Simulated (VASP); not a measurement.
Write the native input for VASP 6.6.1 that does the following.

```
Task                   : relaxation of the atoms
Functional             : LDA
Potentials or basis    : VASP PAW LDA potentials, release 64 (In_d, P)
Cutoff                 : 450 eV
k mesh                 : 10 × 10 × 10
Occupations            : gaussian, width 0.05 eV
Spin                   : no spin polarisation
Dipole correction      : no
Further INCAR settings : ALGO = Normal; EDIFF = 1e-07; IBRION = 2; EDIFFG = -0.01; NSW = 50
```

The structure of InP lies in POSCAR:

```
InP
1.0
    0.0000000000      2.9134905978      2.5930066320
    2.5930066320      0.0000000000      2.5930066320
    2.5930066320      2.9134905978      0.0000000000
In P
1 1
Direct
    0.0000000000      0.0000000000      0.0000000000
    0.7500000000      0.7500000000      0.7500000000
```

These files were run (other wordings do the same):

INCAR

```
ALGO = Normal ; EDIFF = 1E-7
EDIFFG = -0.01 ; ENCUT = 450
GGA = CA ; GGA_COMPAT = F
IBRION = 2 ; ISIF = 2
ISMEAR = 0 ; LASPH = T
LCHARG = F ; LREAL = F
LWAVE = F ; NELM = 120
NELMIN = 4 ; NSW = 50
PREC = Accurate ; SIGMA = 0.05
```

KPOINTS

```
k-points
0
Gamma
  10 10 10
```

Potentials or basis: VASP PAW LDA potentials, release 64 (In_d, P).

Command:

```bash
$ cat potpaw_LDA.64/In_d/POTCAR potpaw_LDA.64/P/POTCAR > POTCAR
$ mpirun -np 1 vasp_std > vasp.out
```

It gave:

```
Pressure after relaxing : 27.3 GPa
Band gap on the k mesh  : 0.58 eV (least direct gap 1.49 eV)
```

Caveat: semilocal functionals underestimate gaps, and a narrow one can read as zero; spin-orbit coupling is left out, which moves the levels of the heavy elements.

It took 41 s on 1 thread of Oxide Virtual Turin-like Processor (shared host), peak memory 0.14 GiB.
